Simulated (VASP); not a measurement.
Wanted: the native input for a VASP 6.6.1 run.

| Quantity | Value |
| --- | --- |
| Task | single point |
| Functional | r2SCAN |
| Potentials or basis | VASP PAW PBE potentials, release 64 (Mg, B) |
| Cutoff | 520 eV |
| k mesh | 12 × 12 × 9 |
| Occupations | fermi-dirac, width 0.1 eV |
| Spin | no spin polarisation |
| Dipole correction | no |
| Further INCAR settings | ALGO = Normal; EDIFF = 1e-06; NBANDS = 11 |

The system is MgB2.

```
Mg B
1.0
     3.07056    0.00000    0.00000
    -1.53528    2.65918    0.00000
     0.00000    0.00000    3.50868
Mg B
1 2
Cartesian
  0.0000 0.0000 0.0000
  0.0000 1.7728 1.7543
  1.5353 0.8864 1.7543
```

The input as run:

POSCAR

```
MgB2
1.0
    3.0705553558      0.0000000000      0.0000000000
   -1.5352776779      2.6591789418      0.0000000000
    0.0000000000      0.0000000000      3.5086786221
Mg B
1 2
Direct
    0.0000000000      0.0000000000      0.0000000000
    0.3333333333      0.6666666667      0.5000000000
    0.6666666667      0.3333333333      0.5000000000
```

INCAR.step1

```
SYSTEM = MgB2
  ALGO = Normal
  EDIFF = 1E-4
  ENCUT = 520
  GGA = PE
  ISMEAR = -1
  LASPH = .True.
  LCHARG = .False.
  LREAL = .False.
  LWAVE = .True.
  NBANDS = 11
  NELM = 60
  PREC = Accurate
  SIGMA = 0.1
```

INCAR.step2

```
SYSTEM = MgB2
  ALGO = Normal
  EDIFF = 1E-6
  ENCUT = 520
  ISIF = 2
  ISMEAR = -1
  ISTART = 1
  LASPH = .True.
  LCHARG = .False.
  LMIXTAU = .True.
  LREAL = .False.
  LWAVE = .False.
  METAGGA = R2SCAN
  NBANDS = 11
  NELM = 60
  PREC = Accurate
  SIGMA = 0.1
```

KPOINTS

```
k-points
0
Gamma
  12 12 9
  0 0 0
```

Potentials or basis: VASP PAW PBE potentials, release 64 (Mg, B).

Launch:

```bash
$ cat potpaw_PBE.64/Mg/POTCAR potpaw_PBE.64/B/POTCAR > POTCAR
$ cp INCAR.step1 INCAR
$ mpirun -np 1 vasp_std > vasp.out
$ cp INCAR.step2 INCAR
$ mpirun -np 1 vasp_std > vasp.out
```

Results of the run:

```
Pressure               : -0.5 GPa
Band gap on the k mesh : zero (band 4 reaches 7.27 eV, above the bottom of band 5 at 3.35 eV)
```

Caveat: the PAW data sets were made with another functional, which shifts forces and pressure a little.

It took 48 s on 1 thread of AMD EPYC 9R45 96-Core Processor (Zen 5), on a shared host, peak memory 0.14 GiB.
